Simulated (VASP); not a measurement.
Runs of VASP 6.6.1 on GaN. The structure is that of space group P6_3mc (No. 186), or close to it. The cells are those of the table. 

| cell | gap on the mesh (eV) | pressure (GPa) | largest force (eV/Å) |
| --- | --- | --- | --- |
| a = 3.180, b = 3.180, c = 5.037 Å, angles 90.0, 90.0, 120.0°, 4 atoms | (c) | 8.0 | 0.53 |
| a = 3.100, b = 3.100, c = 5.424 Å, angles 90.0, 90.0, 120.0°, 4 atoms | 2.05 | 3.7 | 0.49 |
| a = 3.259, b = 3.259, c = 4.908 Å, angles 90.0, 90.0, 120.0°, 4 atoms | 2.35 | (a) | 1.36 |
| a = 3.180, b = 3.180, c = 5.295 Å, angles 90.0, 90.0, 120.0°, 4 atoms | (d) | -2.5 | 0.09 |
| a = 3.100, b = 3.100, c = 5.295 Å, angles 90.0, 90.0, 120.0°, 4 atoms | 2.35 | 8.3 | 0.41 |
| a = 3.259, b = 3.259, c = 5.037 Å, angles 90.0, 90.0, 120.0°, 4 atoms | 2.21 | (b) | 0.78 |
| a = 3.100, b = 3.100, c = 5.166 Å, angles 90.0, 90.0, 120.0°, 4 atoms | 2.64 | 13.8 | 0.21 |

Alike in all rows: task single point; level r2SCAN; potentials or basis VASP PAW PBE potentials, release 64 (Ga_d, N); no spin polarisation; k mesh 12 × 12 × 6; cutoff (eV) 520; smearing gaussian 0.05 eV.

Q: Fill in the values left out.

A: (a) 4.7; (b) -1.7; (c) 2.59; (d) 2.13.

Caveats: the PAW data sets were made with another functional, which shifts forces and pressure a little; the stress differs along the axes, from 3 to 17 GPa (at least some runs); the stress differs along the axes, from -14 to 13 GPa (at least some runs); the stress differs along the axes, from -7 to 29 GPa (at least some runs); the stress differs along the axes, from -8 to -0 GPa (at least some runs); the stress differs along the axes, from -5 to 15 GPa (at least some runs); the stress differs along the axes, from -9 to 13 GPa (at least some runs).

A k mesh can miss the band edges, and the runs leave out spin-orbit coupling on Ga.
